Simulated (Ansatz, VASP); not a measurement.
**BN in VASP and in Ansatz**

The input INCAR:

```
SYSTEM = BN
PREC = Accurate
ENCUT = 520
EDIFF = 1E-6
ISMEAR = -1
SIGMA = 0.02
LREAL = .FALSE.
LASPH = .TRUE.
NELM = 100
ALGO = Normal
ISIF = 2
LWAVE = .FALSE.
LCHARG = .FALSE.
GGA = PE
NBANDS = 16
```

KPOINTS

```
Automatic mesh
0
G
  12 12 6
  0 0 0
```

Contents of POSCAR:

```
BN
1.0
    2.5439499996      0.0000000000      0.0000000000
   -1.2719749998      2.2031253256      0.0000000000
    0.0000000000      0.0000000000      4.2919716483
B N
2 2
Direct
    0.3333333333      0.6666666667     -0.0001346901
    0.6666666667      0.3333333333      0.4998653099
    0.3333333333      0.6666666667      0.3751346901
    0.6666666667      0.3333333333      0.8751346901
```

Input for Ansatz:

```yaml
crystal:
  lattice:
    - [2.5439499996, 0.0, 0.0]
    - [-1.2719749998, 2.2031253256, 0.0]
    - [0.0, 0.0, 4.2919716483]
  atoms:
    - { symbol: B, position: [0.3333333333, 0.6666666667, -0.0001346901] }
    - { symbol: B, position: [0.6666666667, 0.3333333333, 0.4998653099] }
    - { symbol: "N", position: [0.3333333333, 0.6666666667, 0.3751346901] }
    - { symbol: "N", position: [0.6666666667, 0.3333333333, 0.8751346901] }
kpoints:
  mp_grid: { grid: [12, 12, 6] }
  band_path:
    path:
      - [0.0, 0.0, 0.0]
      - [0.5, 0.0, 0.0]
      - [0.3333333333, 0.3333333333, 0.0]
      - [0.0, 0.0, 0.5]
      - [0.5, 0.0, 0.5]
      - [0.3333333333, 0.3333333333, 0.5]
      - [0.1, 0.0, 0.0]
    npoints: 1
hamiltonian:
  xc: pbe
scf:
  occupations: { method: fermi_dirac, width: 0.02 }
  n_extra_bands: 5
output:
  forces: true
  stress: true
  eigenvalues: true
```

Change from the starting cell: uniaxial_z strain +2.0%.

Alike in both runs: task single point; functional PBE; k mesh 12 × 12 × 6; occupations fermi-dirac, width 0.02 eV; no spin polarisation.

|  | VASP | Ansatz |
| --- | --- | --- |
| version | VASP 6.6.1 | Ansatz 0.2.0 |
| potentials or method | VASP PAW PBE potentials, release 64 (B, N) | plane waves, PAW |
| plane-wave cutoff (eV) | 520 | 420 |
| valence electrons in the cell | 16 | 16 |

|  | VASP | Ansatz | Ansatz less VASP |
| --- | --- | --- | --- |
| gap on the k mesh at the Fermi level (eV) | 5.20 | 5.21 | +0.016 |
| pressure (GPa) | -2.3 | -2.6 | -0.21 |
| traceless stress, the component that is largest in VASP (GPa) | -12.28 | -12.15 | +0.133 |
| rms of the force components (eV/Å) | 0.024 | 0.020 | -0.0039 |

Atom by atom the forces differ by 0.004 eV/Å (rms over components).
